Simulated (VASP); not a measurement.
# Ir (Fm-3m) in VASP: single point with LDA

Aim: the single point of Ir with LDA.

All numbers are computed with VASP 6.6.1; they aren't measurements. Logs are shortened: lines on timing, memory, paths and dates and some standing lists are left out, and cuts for length are marked.

## 1. The cell of the first run

The structure is cubic, space group Fm-3m (No. 225). Conventional cell: a = 3.839 Å, b = 3.839 Å, c = 3.839 Å, α = 90.00°, β = 90.00°, γ = 90.00°. Within 3.6 Å of Ir (site symmetry m-3m) lie 12 Ir at 2.71 Å.

## 2. Single point, LDA, non-collinear spin, zero start, spin-orbit coupling

Contents of INCAR:

```
  PREC = Accurate
  ENCUT = 520
  EDIFF = 1E-6
  ISMEAR = -1
  SIGMA = 0.05
  LREAL = False
  LASPH = True
  NELM = 150
  ALGO = Normal
  ISIF = 2
  LWAVE = False
  LCHARG = False
  MAGMOM = 0 0 0
  LORBIT = 11
  LSORBIT = True
  GGA_COMPAT = False
  LORBMOM = True
  LMAXMIX = 4
  GGA = CA
  NBANDS = 20
```

Contents of KPOINTS:

```
Automatic mesh
0
Gamma
  15 15 15
```

Contents of POSCAR:

```
Ir
1.0
    0.0000000000      1.9197000000      1.9197000000
    1.9197000000      0.0000000000      1.9197000000
    1.9197000000      1.9197000000      0.0000000000
Ir
1
Direct
    0.0000000000      0.0000000000      0.0000000000
```

Potentials or basis: VASP PAW LDA potentials, release 64 (Ir).

Started as:

```sh
> cat potpaw_LDA.64/Ir/POTCAR > POTCAR
> mpirun -np 1 vasp_ncl > vasp.out
```

OUTCAR:

```text
PREC = Accurate
   ENCUT = 520
   EDIFF = 1E-6
   ISMEAR = -1
   LREAL = False
   LASPH = True
   NELM = 150
   ISIF = 2
   LORBIT = 11
   LSORBIT = True
   GGA = CA

 ion  position               nearest neighbor table
   1  0.000  0.000  0.000-

  LATTYP: Found a face centered cubic cell.
 ALAT       =     3.8394000000

  Lattice vectors:

 A1 = (   0.0000000000,   1.9197000000,   1.9197000000)
 A2 = (   1.9197000000,   0.0000000000,   1.9197000000)
 A3 = (   1.9197000000,   1.9197000000,   0.0000000000)

Analysis of symmetry for initial positions (statically):
=====================================================================
 Subroutine PRICEL returns:
 Original cell was already a primitive cell.

 Routine SETGRP: Setting up the symmetry group for a
 face centered cubic supercell.

 Subroutine GETGRP returns: Found 48 space group operations
 (whereof 48 operations were pure point group operations)
 out of a pool of 48 trial point group operations.

The static configuration has the point symmetry O_h .

Analysis of symmetry for dynamics (positions and initial velocities):
=====================================================================
 Subroutine PRICEL returns:
 Original cell was already a primitive cell.

 Routine SETGRP: Setting up the symmetry group for a
 face centered cubic supercell.

 Subroutine GETGRP returns: Found 48 space group operations
 (whereof 48 operations were pure point group operations)
 out of a pool of 48 trial point group operations.

The dynamic configuration has the point symmetry O_h .

Analysis of structural, dynamic, and magnetic symmetry:
=====================================================================
 Subroutine PRICEL returns:
 Original cell was already a primitive cell.

 Routine SETGRP: Setting up the symmetry group for a
 face centered cubic supercell.

 Subroutine GETGRP returns: Found 48 space group operations
 (whereof 48 operations were pure point group operations)
 out of a pool of 48 trial point group operations.

The overall configuration has the point symmetry O_h .

 Subroutine INISYM returns: Found 48 space group operations
 (whereof 48 operations are pure point group operations),
 and found     1 'primitive' translations

----------------------------------------------------------------------------------------

                                     Primitive cell

  volume of cell :      14.1491

  direct lattice vectors                    reciprocal lattice vectors
     0.000000000  1.919700000  1.919700000    -0.260457363  0.260457363  0.260457363
     1.919700000  0.000000000  1.919700000     0.260457363 -0.260457363  0.260457363
     1.919700000  1.919700000  0.000000000     0.260457363  0.260457363 -0.260457363

  length of vectors
     2.714865776  2.714865776  2.714865776     0.451125386  0.451125386  0.451125386

  position of ions in fractional coordinates (direct lattice)
     0.000000000  0.000000000  0.000000000

  ion indices of the primitive-cell ions
   primitive index   ion index
                 1           1

----------------------------------------------------------------------------------------

 KPOINTS: Automatic mesh

Automatic generation of k-mesh.
 Grid dimensions read from file:
 generate k-points for:   15   15   15

 Generating k-lattice:

  Cartesian coordinates                     Fractional coordinates (reciprocal lattice)
    -0.017363824  0.017363824  0.017363824     0.066666667  0.000000000  0.000000000
     0.017363824 -0.017363824  0.017363824     0.000000000  0.066666667  0.000000000
     0.017363824  0.017363824 -0.017363824     0.000000000  0.000000000  0.066666667

  Length of vectors
     0.030075026  0.030075026  0.030075026

  Shift w.r.t. Gamma in fractional coordinates (k-lattice)
     0.000000000  0.000000000  0.000000000

 Subroutine IBZKPT returns following result:
 ===========================================

 Found    120 irreducible k-points:

 Following reciprocal coordinates:
            Coordinates               Weight
  0.000000  0.000000  0.000000      1.000000
  0.066667  0.000000  0.000000      8.000000
  0.133333  0.000000  0.000000      8.000000
  0.200000  0.000000  0.000000      8.000000
  0.266667  0.000000  0.000000      8.000000
[... 37 lines left out ...]
   NELM   =    150;   NELMIN=  2; NELMDL= -5     # of ELM steps
   EDIFF  = 0.1E-05   stopping-criterion for ELM
   LREAL  =      F    real-space projection
   EDIFFG = 0.1E-04   stopping-criterion for IOM
   NSW    =      0    number of steps for IOM
   IBRION =     -1    ionic relax: 0-MD 1-quasi-New 2-CG
   NFREE  =      0    steps in history (QN), initial steepest desc. (CG)
   ISIF   =      2    stress and relaxation
   ISYM   =      2    0-nonsym 1-usesym 2-fastsym
   POTIM  = 0.5000    time-step for ionic-motion
   TEBEG  =    0.0;   TEEND  =   0.0 temperature during run
   PSTRESS=    0.0 pullay stress
   NELECT =       9.0000    total number of electrons
   NUPDOWN=      -1.0000    fix difference up-down
   EMIN   =  10.00;   EMAX   =-10.00  energy-range for DOS
   EFERMI =   0.00;   METHOD = LEGACY
   ISMEAR =    -1;   SIGMA  =   0.05  broadening in eV -4-tet -1-fermi 0-gaus
   EFERMI_NEDOS =   21; number of points for ismear=-14 and -15
   IALGO  =     38    algorithm
   IMIX   =      4    mixing-type and parameters
     AMIX     =   0.40;   BMIX     =  1.00
     AMIX_MAG =   1.60;   BMIX_MAG =  1.00
  volume/ion in A,a.u.               =      14.15        95.48
  Fermi-wavevector in a.u.,A,eV,Ry     =   1.407923  2.660589 26.970118  1.982248
  Thomas-Fermi vector in A             =   2.530133
   LORBIT       =     11    0 simple, 1 ext, 2 COOP (PROOUT), +10 PAW based schemes
   GGA     = CA    functional components
   LHFCALC =     F    Hartree Fock is set to
   AEXX    =    0.0000 exact exchange contribution
   IVDW    =     0    specifies the selected vdW correction
   LEPSILON=     F    determine dielectric tensor
   LRPA    =     F    only Hartree local field effects (RPA)
  energy-cutoff  :      520.00
  volume of cell :       14.15
 maximum number of plane-waves:       780
   NGX =  9   NGY =  9   NGZ =  9

 number of electron       9.0000000 magnetization       0.0000000      0.0000000      0.0000000

 number of electron       9.0000000 magnetization      -0.0000000     -0.0000000     -0.0000000

 number of electron       9.0000000 magnetization       0.0000000     -0.0000000      0.0000000

 number of electron       9.0000000 magnetization      -0.0000000      0.0000000     -0.0000000

 Free energy of the ion-electron system (eV)
  ---------------------------------------------------
  ext. energy  EPLUGINS =         0.00000000
  ---------------------------------------------------
  free energy    TOTEN  =       -10.72126931 eV

  energy without entropy =      -10.71295184  energy(sigma->0) =      -10.71711058

 E-fermi :  10.4138     XC(G=0): -14.1384

 val. band max:       10.4004288541   @ k =  -0.3333   0.2667   0.0667
 cond. band min:      10.4143490730   @ k =  -0.3333   0.2000   0.0667
 fundamental gap:      0.0139202190
 Fermi energy:        10.4138447511

 k-point     1 :       0.0000    0.0000    0.0000
  band No.  band energies     occupation
      1      -0.7930      1.00000
      2      -0.7930      1.00000
      3       6.0353      1.00000
      4       6.0353      1.00000
      5       6.0353      1.00000
      6       6.0353      1.00000
[... 541 lines left out ...]
     19      31.2056      0.00000
     20      31.2056      0.00000

 [... further k-points ...]
[... 5 lines left out ...]
  --------------------------------------------------------------------------------------
  -------------------------------------------------------------------------------------
  Total       -0.4600778     -0.4600778     -0.4600778      0.0000000      0.0000000      0.0000000
  in kB      -52.0968864    -52.0968864    -52.0968864      0.0000000      0.0000000      0.0000000
  external PRESSURE =     -52.0968864 kB  Pullay stress =       0.0000000 kB

 VOLUME and BASIS-vectors are now :
 -----------------------------------------------------------------------------
  energy-cutoff  :      520.00
  volume of cell :       14.15
      direct lattice vectors                 reciprocal lattice vectors
     0.000000000  1.919700000  1.919700000    -0.260457363  0.260457363  0.260457363
     1.919700000  0.000000000  1.919700000     0.260457363 -0.260457363  0.260457363
     1.919700000  1.919700000  0.000000000     0.260457363  0.260457363 -0.260457363

 POSITION                                       TOTAL-FORCE (eV/Angst)
 -----------------------------------------------------------------------------------
      0.00000      0.00000      0.00000         0.000000     -0.000000      0.000000
 -----------------------------------------------------------------------------------
    total drift:                                0.000000     -0.000000     -0.000000

  FREE ENERGIE OF THE ION-ELECTRON SYSTEM (eV)
  ---------------------------------------------------
  free  energy   TOTEN  =       -10.7212693096 eV

  energy  without entropy=      -10.7129518419  energy(sigma->0) =      -10.71711058

 orbital moment (x)

 # of ion     p       d       tot
 ----------------------------------------
  1        -0.000   0.000   0.000
 ----------------------------------------
           -0.000   0.000   0.000

 orbital moment (y)

 # of ion     p       d       tot
 ----------------------------------------
  1         0.000   0.000   0.000
 ----------------------------------------
            0.000   0.000   0.000

 orbital moment (z)

 # of ion     p       d       tot
 ----------------------------------------
  1         0.000   0.000   0.000
 ----------------------------------------
            0.000   0.000   0.000

 Spin-Orbit-Coupling matrix elements

 Ion:    1  E_soc:     -0.7866086
 l=   1
     0.0000000    -0.0396181    -0.0396181
    -0.0396181     0.0000000    -0.0396181
    -0.0396181    -0.0396181     0.0000000
 l=   2
     0.0000000    -0.0159768     0.0000000    -0.0159768    -0.0755065
    -0.0159768     0.0000000    -0.0566299    -0.0159768    -0.0188766
     0.0000000    -0.0566299     0.0000000    -0.0566299     0.0000000
    -0.0159768    -0.0159768    -0.0566299     0.0000000    -0.0188766
    -0.0755065    -0.0188766     0.0000000    -0.0188766     0.0000000
 l=   3
     0.0000000     0.0000000     0.0000000     0.0000000     0.0000000     0.0000000     0.0000000
     0.0000000     0.0000000     0.0000000     0.0000000     0.0000000     0.0000000     0.0000000
     0.0000000     0.0000000     0.0000000     0.0000000     0.0000000     0.0000000     0.0000000
     0.0000000     0.0000000     0.0000000     0.0000000     0.0000000     0.0000000     0.0000000
     0.0000000     0.0000000     0.0000000     0.0000000     0.0000000     0.0000000     0.0000000
     0.0000000     0.0000000     0.0000000     0.0000000     0.0000000     0.0000000     0.0000000
     0.0000000     0.0000000     0.0000000     0.0000000     0.0000000     0.0000000     0.0000000

 total charge

# of ion       s       p       d       tot
------------------------------------------
    1        0.676   0.749   6.993   8.418

 magnetization (x)

# of ion       s       p       d       tot
------------------------------------------
    1        0.000   0.000   0.000   0.000

 magnetization (y)

# of ion       s       p       d       tot
------------------------------------------
    1        0.000   0.000   0.000   0.000

 magnetization (z)

# of ion       s       p       d       tot
------------------------------------------
    1        0.000   0.000   0.000   0.000
```

Run time: 84 s. Hardware: 1 thread of Intel Xeon 8259CL, shared host; peak memory 0.18 GiB.

Results:

* Free energy: -10.7213 eV
* Pressure: -5.2 GPa
* Net moment: 0.00 μB per cell
* Valence electrons inside the program's atomic spheres: Ir 8.42

Moments on the atoms (μB; x, y, z):
```
Ir  0.00 0.00 0.00
```

Caveat: the cell stands under tension.
